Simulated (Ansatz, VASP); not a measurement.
BN in VASP and in Ansatz

Contents of INCAR:

```
SYSTEM = BN
ALGO = Normal
EDIFF = 1E-7
ENCUT = 520
GGA = PE
ISIF = 2
ISMEAR = 0
IVDW = 12
LASPH = .True.
LCHARG = .False.
LREAL = .False.
LWAVE = .False.
NBANDS = 16
NELM = 60
PREC = Accurate
SIGMA = 0.05
```

KPOINTS

```
k-points
0
Gamma
  12 12 4
  0 0 0
```

The input POSCAR:

```
BN
1.0
    2.5061233057      0.0000000000      0.0000000000
   -1.2530616528      2.1703664477      0.0000000000
    0.0000000000      0.0000000000      6.5973571420
B N
2 2
Direct
    0.0663482428      0.1326964856      0.4272435932
    0.3333333333      0.6666666667      0.0000000000
    0.0000000000      0.0000000000      0.0000000000
    0.6666666667      0.3333333333      0.5000000000
```

Input for Ansatz:

```yaml
crystal:
  lattice:
    - [2.5061233057, 0.0, 0.0]
    - [-1.2530616528, 2.1703664477, 0.0]
    - [0.0, 0.0, 6.597357142]
  atoms:
    - { symbol: B, position: [0.0663482428, 0.1326964856, 0.4272435932] }
    - { symbol: B, position: [0.3333333333, 0.6666666667, 0.0] }
    - { symbol: "N", position: [0.0, 0.0, 0.0] }
    - { symbol: "N", position: [0.6666666667, 0.3333333333, 0.5] }
basis:
  ecutwfc: 420
kpoints:
  mp_grid: { grid: [12, 12, 4] }
hamiltonian:
  xc: pbe
  dispersion: d3bj
scf:
  occupations: { method: gaussian, width: 0.05 }
output:
  forces: true
  stress: true
  eigenvalues: true
```

Alike in both runs: task single point; functional PBE; dispersion D3(BJ); k mesh 12 × 12 × 4; occupations gaussian, width 0.05 eV; no spin polarisation.

|  | VASP | Ansatz |
| --- | --- | --- |
| version | VASP 6.6.1 | Ansatz 0.2.0 |
| potentials or method | VASP PAW PBE potentials, release 64 (B, N), cutoff 520 eV | scalar-relativistic, plane waves, PAW |
| valence electrons in the cell | 16 | 16 |

```tsv
	VASP	Ansatz	Ansatz less VASP
gap on the k mesh at the Fermi level (eV)	0.40	0.40	-0.003
least direct gap on the mesh (eV)	0.89	0.89	-0.002
pressure (GPa)	1.5	1.4	-0.03
traceless stress, the component that is largest in VASP (GPa)	-13.83	-13.65	+0.177
rms of the force components (eV/Å)	2.573	2.571	-0.0023
```

Atom by atom the forces differ by 0.003 eV/Å (rms over components).
